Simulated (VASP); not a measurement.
EuFe: single point with PBEsol

EuFe:

```
Eu Fe
1.0
     3.37463    0.00000    0.00000
     0.00000    3.37463    0.00000
     0.00000    0.00000    3.37463
Eu Fe
1 1
Direct
  0.00000 0.00000 0.00000
  0.50000 0.50000 0.50000
```

This cell differs from its parent crystal: volume scaled by 0.980.

| Quantity | Value |
| --- | --- |
| Program | VASP 6.6.1 |
| Task | single point |
| Functional | PBEsol |
| Potentials or basis | VASP PAW PBE potentials, release 64 (Eu, Fe) |
| Cutoff | 520 eV |
| k mesh | 8 × 8 × 8 |
| Occupations | gaussian, width 0.05 eV |
| Spin | collinear spin, ferrimagnetic start |
| Starting moments | [7.34, -2.66] μB |

```
Pressure                                              : 1.2 GPa
Net moment                                            : 4.75 μB per cell
Site moments                                          : Eu +6.57; Fe -2.36 μB
Valence electrons inside the program's atomic spheres : Eu 14.84; Fe 7.02
```

Levels at points of the mesh, in eV from the Fermi level:
Spin up:
| k point | band 12 | band 13 | band 14 | band 15 | band 16 | band 17 | band 18 | band 19 |
| --- | --- | --- | --- | --- | --- | --- | --- | --- |
| (0.00, 0.00, 0.00) | -0.67 | -0.67 | -0.59 | 0.10 | 0.10 | 0.10 | 2.50 | 2.50 |
| (0.50, 0.00, 0.00) | -0.52 | -0.52 | 0.15 | 0.45 | 0.45 | 0.50 | 0.71 | 1.42 |
| (0.50, 0.50, 0.00) | -0.66 | -0.66 | -0.52 | -0.49 | 0.95 | 1.11 | 2.42 | 2.42 |
| (0.50, 0.50, 0.50) | -0.54 | -0.54 | -0.54 | -0.18 | -0.18 | -0.18 | 0.98 | 0.98 |
Spin down:
| k point | band 7 | band 8 | band 9 | band 10 | band 11 | band 12 | band 13 | band 14 |
| --- | --- | --- | --- | --- | --- | --- | --- | --- |
| (0.00, 0.00, 0.00) | -3.26 | -1.85 | -1.85 | -1.85 | 2.30 | 2.30 | 3.81 | 3.81 |
| (0.50, 0.00, 0.00) | -1.88 | -1.88 | -1.87 | -1.77 | -0.24 | 1.79 | 3.36 | 3.36 |
| (0.50, 0.50, 0.00) | -2.34 | -2.34 | -1.54 | -0.75 | 2.32 | 2.32 | 3.05 | 3.73 |
| (0.50, 0.50, 0.50) | -1.97 | -1.52 | -1.52 | -0.98 | -0.98 | -0.98 | 2.12 | 3.93 |

Run time: 3.8 min on 1 thread of Oxide Virtual Turin-like Processor (shared host), peak memory 0.19 GiB.

Caveat: the PAW data sets were made with another functional, which shifts forces and pressure a little; spin-orbit coupling is left out, which moves the levels of the heavy elements; without U or exact exchange the open f shell lies at the Fermi level, which spoils levels, moments and volumes. The state reached can hang on the start; a lower one may exist.
